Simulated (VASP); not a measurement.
# Cr (Fm-3m) in VASP: density of states with PBE

Aim: the density of states of Cr with PBE.

Everything below comes from runs of VASP 6.6.1. Logs are shortened: lines on timing, memory, paths and dates and some standing lists are left out, and cuts for length are marked.

**1. The cell of the first run**

Symmetry: Fm-3m, No. 225, cubic system. The conventional cell has a = 3.772 Å, b = 3.772 Å, c = 3.772 Å, α = 90.00°, β = 90.00°, γ = 90.00°. Cr (site symmetry m-3m) has 12 Cr at 2.67 Å within 3.5 Å.

**2. Density of states, PBE**

The input, POSCAR:

```
Cr
1.0
    0.0000000000      1.8857670000      1.8857670000
    1.8857670000      0.0000000000      1.8857670000
    1.8857670000      1.8857670000      0.0000000000
Cr
1
Direct
    0.0000000000      0.0000000000      0.0000000000
```

The input, INCAR.step1:

```
ALGO = Normal
EDIFF = 1E-6
ENCUT = 400
GGA = PE
GGA_COMPAT = F
ISIF = 2
ISMEAR = -1
LASPH = T
LCHARG = T
LMAXMIX = 4
LORBIT = 11
LREAL = F
LWAVE = F
NBANDS = 12
NEDOS = 2001
NELM = 120
PREC = Accurate
SIGMA = 0.1
```

The input, KPOINTS.step1:

```
k-points
0
Gamma
  15 15 15
```

The input, INCAR.step2:

```
ALGO = Normal
EDIFF = 1E-6
ENCUT = 400
GGA = PE
GGA_COMPAT = F
ICHARG = 11
ISIF = 2
ISMEAR = -5
LASPH = T
LCHARG = F
LMAXMIX = 4
LORBIT = 10
LREAL = F
LWAVE = F
NEDOS = 2001
NELM = 120
PREC = Accurate
SIGMA = 0.1
```

The input, KPOINTS.step2:

```
k-points
0
Gamma
  23 23 23
```

Potentials or basis: VASP PAW PBE potentials, release 64 (Cr_pv).

Launch:

```console
$ cat potpaw_PBE.64/Cr_pv/POTCAR > POTCAR
$ cp INCAR.step1 INCAR
$ cp KPOINTS.step1 KPOINTS
$ mpirun -np 1 vasp_std > vasp.out
$ cp INCAR.step2 INCAR
$ cp KPOINTS.step2 KPOINTS
$ mpirun -np 1 vasp_std > vasp.out
```

OUTCAR:

```text
EDIFF = 1E-6
   ENCUT = 400
   GGA = PE
   ICHARG = 11
   ISIF = 2
   ISMEAR = -5
   LASPH = T
   LORBIT = 10
   LREAL = F
   NELM = 120
   PREC = Accurate

 ion  position               nearest neighbor table
   1  0.000  0.000  0.000-

  LATTYP: Found a face centered cubic cell.
 ALAT       =     3.7715340000

  Lattice vectors:

 A1 = (   0.0000000000,   1.8857670000,   1.8857670000)
 A2 = (   1.8857670000,   0.0000000000,   1.8857670000)
 A3 = (   1.8857670000,   1.8857670000,   0.0000000000)

Analysis of symmetry for initial positions (statically):
=====================================================================
 Subroutine PRICEL returns:
 Original cell was already a primitive cell.

 Routine SETGRP: Setting up the symmetry group for a
 face centered cubic supercell.

 Subroutine GETGRP returns: Found 48 space group operations
 (whereof 48 operations were pure point group operations)
 out of a pool of 48 trial point group operations.

The static configuration has the point symmetry O_h .

Analysis of symmetry for dynamics (positions and initial velocities):
=====================================================================
 Subroutine PRICEL returns:
 Original cell was already a primitive cell.

 Routine SETGRP: Setting up the symmetry group for a
 face centered cubic supercell.

 Subroutine GETGRP returns: Found 48 space group operations
 (whereof 48 operations were pure point group operations)
 out of a pool of 48 trial point group operations.

The dynamic configuration has the point symmetry O_h .

 Subroutine INISYM returns: Found 48 space group operations
 (whereof 48 operations are pure point group operations),
 and found     1 'primitive' translations

----------------------------------------------------------------------------------------

                                     Primitive cell

  volume of cell :      13.4120

  direct lattice vectors                    reciprocal lattice vectors
     0.000000000  1.885767000  1.885767000    -0.265144103  0.265144103  0.265144103
     1.885767000  0.000000000  1.885767000     0.265144103 -0.265144103  0.265144103
     1.885767000  1.885767000  0.000000000     0.265144103  0.265144103 -0.265144103

  length of vectors
     2.666877267  2.666877267  2.666877267     0.459243058  0.459243058  0.459243058

  position of ions in fractional coordinates (direct lattice)
     0.000000000  0.000000000  0.000000000

  ion indices of the primitive-cell ions
[... 85 lines left out ...]
   TEBEG  =    0.0;   TEEND  =   0.0 temperature during run
   PSTRESS=    0.0 pullay stress
   NELECT =      12.0000    total number of electrons
   NUPDOWN=      -1.0000    fix difference up-down
   EMIN   =  10.00;   EMAX   =-10.00  energy-range for DOS
   EFERMI =   0.00;   METHOD = LEGACY
   ISMEAR =    -5;   SIGMA  =   0.10  broadening in eV -4-tet -1-fermi 0-gaus
   EFERMI_NEDOS =   21; number of points for ismear=-14 and -15
   IALGO  =     38    algorithm
   IMIX   =      4    mixing-type and parameters
     AMIX     =   0.40;   BMIX     =  1.00
     AMIX_MAG =   1.60;   BMIX_MAG =  1.00
  volume/ion in A,a.u.               =      13.41        90.51
  Fermi-wavevector in a.u.,A,eV,Ry     =   1.577504  2.981051 33.858367  2.488520
  Thomas-Fermi vector in A             =   2.678176
   LORBIT       =     10    0 simple, 1 ext, 2 COOP (PROOUT), +10 PAW based schemes
   GGA     = PE    functional components
   LHFCALC =     F    Hartree Fock is set to
   AEXX    =    0.0000 exact exchange contribution
   IVDW    =     0    specifies the selected vdW correction
   LEPSILON=     F    determine dielectric tensor
   LRPA    =     F    only Hartree local field effects (RPA)
 non-spin polarized calculation
 Fermi weights with tetrahedron method with Bloechl corrections
  energy-cutoff  :      400.00
  volume of cell :       13.41
 maximum number of plane-waves:       259
 NGX is ok and might be reduce to    18

 number of electron      11.9999995 magnetization

 Free energy of the ion-electron system (eV)
  ---------------------------------------------------
  ext. energy  EPLUGINS =         0.00000000
  ---------------------------------------------------
  free energy    TOTEN  =        -8.99910027 eV

  energy without entropy =       -8.99910027  energy(sigma->0) =       -8.99910027

 E-fermi :   8.7572     XC(G=0): -12.8173

 val. band max:        8.7700655975   @ k =   0.3913   0.3043   0.0435
 cond. band min:       8.7453204490   @ k =  -0.4348   0.1739   0.0870
 fundamental gap:     -0.0247451485
 Fermi energy:         8.7572011674

 k-point     1 :       0.0000    0.0000    0.0000
  band No.  band energies     occupation
      1     -33.7970      2.00000
      2     -33.7970      2.00000
      3     -33.7970      2.00000
      4       1.6923      2.00000
      5       8.4176      2.00000
      6       8.4176      2.00000
      7       8.4176      2.00000
      8       9.8919      0.00000
      9       9.8919      0.00000
     10      16.1848      0.00000
[... 287 lines left out ...]
 k-point    24 :      -0.4783    0.0435    0.0000
  band No.  band energies     occupation
      1     -34.3557      2.00000
      2     -33.8787      2.00000
      3     -33.8727      2.00000
      4       5.3712      2.00000
      5       8.2658      2.00000
      6       8.3611      2.00000
      7       9.2182      0.00000
      8      10.8801      0.00000
      9      11.1380      0.00000
     10      16.1599      0.00000

 [... further k-points ...]

------------------------ aborting loop because EDIFF is reached ----------------------------------------

  FORCE on cell =-STRESS in cart. coord.  units (eV):
  Direction    XX          YY          ZZ          XY          YZ          ZX
  --------------------------------------------------------------------------------------
  -------------------------------------------------------------------------------------
  Total       -2.1166579     -2.1166579     -2.1166579     -0.0000000      0.0000000      0.0000000
  in kB     -252.8524478   -252.8524478   -252.8524478     -0.0000000      0.0000000      0.0000000
  external PRESSURE =    -252.8524478 kB  Pullay stress =       0.0000000 kB

 VOLUME and BASIS-vectors are now :
 -----------------------------------------------------------------------------
  energy-cutoff  :      400.00
  volume of cell :       13.41
      direct lattice vectors                 reciprocal lattice vectors
     0.000000000  1.885767000  1.885767000    -0.265144103  0.265144103  0.265144103
     1.885767000  0.000000000  1.885767000     0.265144103 -0.265144103  0.265144103
     1.885767000  1.885767000  0.000000000     0.265144103  0.265144103 -0.265144103

 POSITION                                       TOTAL-FORCE (eV/Angst)
 -----------------------------------------------------------------------------------
      0.00000      0.00000      0.00000         0.000000     -0.000000      0.000000
 -----------------------------------------------------------------------------------
    total drift:                               -0.000000     -0.000000     -0.000000

  FREE ENERGIE OF THE ION-ELECTRON SYSTEM (eV)
  ---------------------------------------------------
  free  energy   TOTEN  =        -8.9991002742 eV

  energy  without entropy=       -8.9991002742  energy(sigma->0) =       -8.99910027

 total charge

# of ion       s       p       d       tot
------------------------------------------
    1        0.398   6.310   4.074  10.783
```

OUTCAR.step1:

```text
EDIFF = 1E-6
   ENCUT = 400
   GGA = PE
   ISIF = 2
   ISMEAR = -1
   LASPH = T
   LORBIT = 11
[... 578 lines left out ...]
      0.00000      0.00000      0.00000         0.000000     -0.000000      0.000000
 -----------------------------------------------------------------------------------
    total drift:                                0.000000     -0.000000     -0.000000

  FREE ENERGIE OF THE ION-ELECTRON SYSTEM (eV)
  ---------------------------------------------------
  free  energy   TOTEN  =        -9.0342882152 eV

  energy  without entropy=       -8.9663024731  energy(sigma->0) =       -9.00029534

 total charge

# of ion       s       p       d       tot
------------------------------------------
    1        0.399   6.310   4.074  10.783
```

Run time: 14 s. Hardware: 1 thread of Intel Xeon 6975P-C (Granite Rapids), shared host; peak memory 0.15 GiB.

What came out:

```
Valence electrons inside the program's atomic spheres : Cr 10.78
```

Levels at points of the mesh, in eV from the Fermi level:
```
           k point  band 4  band 5  band 6  band 7  band 8  band 9
(0.00, 0.00, 0.00)   -7.06   -0.34   -0.34   -0.34    1.13    1.13
```

Caveat: the run has no spin polarisation, though such a crystal can be magnetic; tetrahedron occupations give inexact forces and stress in metals. Spin polarisation is off, so any magnetic state and its effect on volume and gap are missing.
